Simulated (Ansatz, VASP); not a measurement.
# CoO in VASP and in Ansatz

```
Co O
1.0
     0.00000    2.14562    2.14562
     2.14562    0.00000    2.14562
     2.14562    2.14562    0.00000
Co O
1 1
Direct
  0.00000 0.00000 0.00000
  0.50000 0.50000 0.50000
```

Change from the starting cell: volume scaled by 1.02, crystal datasets.

Alike in both runs: task electric field gradients; functional PBEsol; k mesh 16 × 16 × 16; occupations fermi-dirac, width 0.05 eV; collinear spin.

```csv
,VASP,Ansatz
version,VASP 6.6.1,Ansatz 0.2.0
potentials or method,"VASP PAW PBE potentials, release 64 (Co, O), cutoff 520 eV","all-electron PAW with datasets made for the crystal, scalar-relativistic"
```

Ansatz gave:

| Property | Result |
| --- | --- |
| pressure (GPa) | -13.7 |
| net moment per atom (μB) | 1.49 |
| size of the moment on the site where the two differ most (μB) | 2.53 |

Which values does VASP return?

Pressure (GPa): -14.1; net moment per atom (μB): 1.49; size of the moment on the site where the two differ most (μB): 2.59.

VASP's potentials were made for PBE, not for PBEsol. Site moments also hang on the region over which each program counts them. Ansatz ran all-electron here, and VASP with PAW potentials.
